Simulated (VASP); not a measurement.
Set up this calculation in VASP 6.6.1, as the native input.

```yaml
Task: relaxation of cell and atoms
Functional: PBE
Potentials_or_basis: VASP PAW PBE potentials, release 64 (Pd, Pt, Se)
Cutoff: 600 eV
k_mesh: 12 × 12 × 4
Occupations: gaussian, width 0.1 eV
Spin: no spin polarisation
Dipole_correction: no
Further_INCAR_settings: ALGO = Normal; EDIFF = 1e-07; IBRION = 2; EDIFFG = -0.01; NSW = 100; ISIF = 3
```

The structure of PdPtSe4 lies in POSCAR:

```
PdPtSe4
1.0
    3.7932063000      0.0000000000      0.0000000000
   -1.8966031000      3.2850130000      0.0000000000
    0.0000000000      0.0000000000     10.3054044000
Pd Pt Se
1 1 4
Direct
    0.0000000000      0.0000000000      0.5000000000
    0.0000000000      0.0000000000      0.0000000000
    0.3333333000      0.6666667000      0.1251770000
    0.3333333000      0.6666667000      0.6246970000
    0.6666667000      0.3333333000      0.3753030000
    0.6666667000      0.3333333000      0.8748230000
```

These files were run (other wordings do the same):

INCAR

```
SYSTEM = PdPtSe4
PREC = Accurate
ENCUT = 600
EDIFF = 1E-7
ISMEAR = 0
SIGMA = 0.1
LREAL = .False.
LASPH = .True.
NELM = 60
ALGO = Normal
ISIF = 3
LWAVE = .False.
LCHARG = .False.
GGA = PE
IBRION = 2
NSW = 100
EDIFFG = -0.01
```

KPOINTS

```
Automatic mesh
0
Gamma
  12 12 4
  0 0 0
```

Potentials or basis: VASP PAW PBE potentials, release 64 (Pd, Pt, Se).

Run with:

```sh
$ cat potpaw_PBE.64/Pd/POTCAR potpaw_PBE.64/Pt/POTCAR potpaw_PBE.64/Se/POTCAR > POTCAR
$ mpirun -np 1 vasp_std > vasp.out
```

It gave:

The pressure after relaxing is 0.0 GPa. The largest force after relaxing is 0.010 eV/Å and the band gap on the k mesh is zero (band 22 reaches 6.08 eV, above the bottom of band 23 at 5.38 eV).

Caveat: the relaxation stopped at its first step, so nothing moved; spin-orbit coupling is left out, which moves the levels of the heavy elements.

It took 6.3 min on 1 thread of Intel Xeon 6975P-C (shared host), peak memory 0.47 GiB.
